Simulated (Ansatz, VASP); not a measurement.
SrAuN2: VASP beside Ansatz

```xyz
4
Lattice="3.8889 0.0000 0.0000 0.0000 3.8889 0.0000 0.0000 0.0000 3.8046" Properties=species:S:1:pos:R:3 pbc="T T T"
Sr    1.9445    1.9445    0.0000
Au    0.0000    0.0000    0.0000
N     0.0000    1.9445    1.9023
N     1.9445    0.0000    1.9023
```

Change from the starting cell: species swapped into the TiAgHg2 type (P4/mmm, No. 123).

Alike in both runs: task single point; functional PBE; k mesh 4 × 4 × 4; occupations gaussian, width 0.1 eV; no spin polarisation.

|  | VASP | Ansatz |
| --- | --- | --- |
| version | VASP 6.6.1 | Ansatz 0.2.0 |
| potentials or method | VASP PAW PBE potentials, release 64 (Sr_sv, Au, N), cutoff 520 eV | scalar-relativistic, plane waves, PAW |
| valence electrons in the cell | 31 | 39 |

|  | VASP | Ansatz | Ansatz less VASP |
| --- | --- | --- | --- |
| gap on the k mesh at the Fermi level (eV) | none | none | - |
| pressure (GPa) | 9.4 | 8.8 | -0.60 |
| traceless stress, the component that is largest in VASP (GPa) | -23.59 | -23.25 | +0.338 |

A gap of «none» marks a metal or a gap that the smearing closes. The functional is the same, so the differences come from potentials, cutoffs and numerics. VASP's potentials hold 31 valence electrons a cell and Ansatz's 39, so a difference there can come from the potentials and not from the codes.

The k mesh is coarse, so the values compare programs but aren't converged. Neither program's run includes spin-orbit coupling.
